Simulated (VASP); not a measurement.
**Cu2As3: single point with PBE**

The system is Cu2As3.

```xyz
5
Lattice="3.9745 0.0000 0.0000 -1.9873 3.4420 0.0000 0.0000 0.0000 5.9659" Properties=species:S:1:pos:R:3 pbc="T T T"
As    1.9873    1.1473    3.8739
As    0.0000    2.2947    2.0920
As    0.0000    0.0000    0.0000
Cu    1.9873    1.1473    1.2944
Cu    0.0000    2.2947    4.6715
```

```
Program             : VASP 6.6.1
Task                : single point
Functional          : PBE
Potentials or basis : VASP PAW PBE potentials, release 64 (As, Cu)
Cutoff              : 520 eV
k mesh              : 8 × 8 × 5
Occupations         : fermi-dirac, width 0.05 eV
Spin                : no spin polarisation
```

The pressure is 8.0 GPa. The largest force is 0.187 eV/Å.

Forces on the atoms (eV/Å):
```
As   0.000  0.000 -0.075
As   0.000  0.000  0.075
As   0.000  0.000  0.000
Cu   0.000  0.000 -0.187
Cu   0.000  0.000  0.187
```

Stress tensor (GPa, compression positive):
```
7.90 0.00 0.00
0.00 7.90 0.00
0.00 0.00 8.23
```

Levels at points of the mesh, in eV from the Fermi level:
```csv
k point,band 15,band 16,band 17,band 18,band 19,band 20,band 21,band 22
"(0.00, 0.00, 0.00)",-1.47,-0.92,-0.92,-0.01,-0.01,1.30,1.30,1.90
"(0.50, 0.00, 0.00)",-3.43,-2.96,-2.78,-0.15,0.13,0.78,1.06,1.10
```

Wall time 100 s on 1 thread of Intel(R) Xeon(R) Platinum 8259CL CPU @ 2.50GHz (Skylake/Cascade Lake), with other jobs on the host, peak memory 0.24 GiB.
